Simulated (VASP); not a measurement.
Runs of VASP 6.6.1 on Ge. It takes space group Fd-3m (No. 227, cubic). Conventional cell: a = 5.675 Å, b = 5.675 Å, c = 5.675 Å, α = 90.00°, β = 90.00°, γ = 90.00°. Within 3.2 Å of Ge (site symmetry -43m) lie 4 Ge at 2.46 Å. 

```tsv
task	level	spin	gap on the mesh (eV)	pressure (GPa)
single point	PBE	off	none	2.9
electric field gradients	PBEsol	off	none	0.0
electric field gradients	PBE	non-collinear, zero start, SOC	-	2.9
single point	PBEsol	off	none	(a)
electric field gradients	PBE	off	none	2.9
```

Alike in all rows: potentials or basis VASP PAW PBE potentials, release 64 (Ge_d); cell as given; k mesh 11 × 11 × 11; cutoff (eV) 520; smearing fermi-dirac 0.05 eV.

**Question.** Fill in the values left out.

**Answer.** (a) -0.4.

Caveats: the PAW data sets were made with another functional, which shifts forces and pressure a little (some runs).

A k mesh can miss the band edges, and rows without SOC leave out spin-orbit coupling on Ge.

A gap of «none» marks levels without a gap at the run's occupations.
